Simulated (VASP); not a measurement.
Wanted: the native input for a VASP 6.6.1 run.

```yaml
Task: single point
Functional: PBEsol
Potentials_or_basis: VASP PAW PBE potentials, release 64 (Co, Si)
Cutoff: 520 eV
k_mesh: 5 × 5 × 5
Occupations: fermi-dirac, width 0.05 eV
Spin: collinear spin, ferromagnetic start
Starting_moments: "[0.5, 0.5, 0.5, 0.5, 0.0, 0.0, 0.0, 0.0] μB"
Fixed_moment: 2 μB
Dipole_correction: no
Further_INCAR_settings: ALGO = Normal; EDIFF = 1e-06; NBANDS = 40
```

The structure of CoSi lies in POSCAR:

```
CoSi
1.0
    4.4380000000      0.0000000000      0.0000000000
    0.0000000000      4.4380000000      0.0000000000
    0.0000000000      0.0000000000      4.4380000000
Co Si
4 4
Direct
    0.8600000000      0.6400000000      0.3600000000
    0.6400000000      0.3600000000      0.8600000000
    0.3600000000      0.8600000000      0.6400000000
    0.1400000000      0.1400000000      0.1400000000
    0.1570000000      0.3430000000      0.6570000000
    0.3430000000      0.6570000000      0.1570000000
    0.6570000000      0.1570000000      0.3430000000
    0.8430000000      0.8430000000      0.8430000000
```

The input as run:

INCAR

```
ALGO = Normal
EDIFF = 1E-6
ENCUT = 520
GGA = PS
ISIF = 2
ISMEAR = -1
ISPIN = 2
LASPH = True
LCHARG = False
LMAXMIX = 4
LORBIT = 11
LREAL = False
LWAVE = False
MAGMOM = 0.5 0.5 0.5 0.5 0 0 0 0
NBANDS = 40
NELM = 150
NUPDOWN = 2.0
PREC = Accurate
SIGMA = 0.05
```

KPOINTS

```
k-points
0
Gamma
  5 5 5
```

Potentials or basis: VASP PAW PBE potentials, release 64 (Co, Si).

Run with:

```bash
$ cat potpaw_PBE.64/Co/POTCAR potpaw_PBE.64/Si/POTCAR > POTCAR
$ mpirun -np 1 vasp_std > vasp.out
```

It gave:

```json
{
  "Pressure": "-4.9 GPa",
  "Largest force": "0.146 eV/Å",
  "Net moment": "2.00 μB per cell",
  "Site moments": "Co +0.49; Si +0.00 μB",
  "Valence electrons inside the program's atomic spheres": "Co 8.61; Si 1.61"
}
```

Caveat: the PAW data sets were made with another functional, which shifts forces and pressure a little; the total moment is fixed, so each spin has its own Fermi level.

It took 90 s on 1 thread of Intel(R) Xeon(R) Platinum 8488C (Sapphire Rapids), on a shared host, peak memory 0.26 GiB.
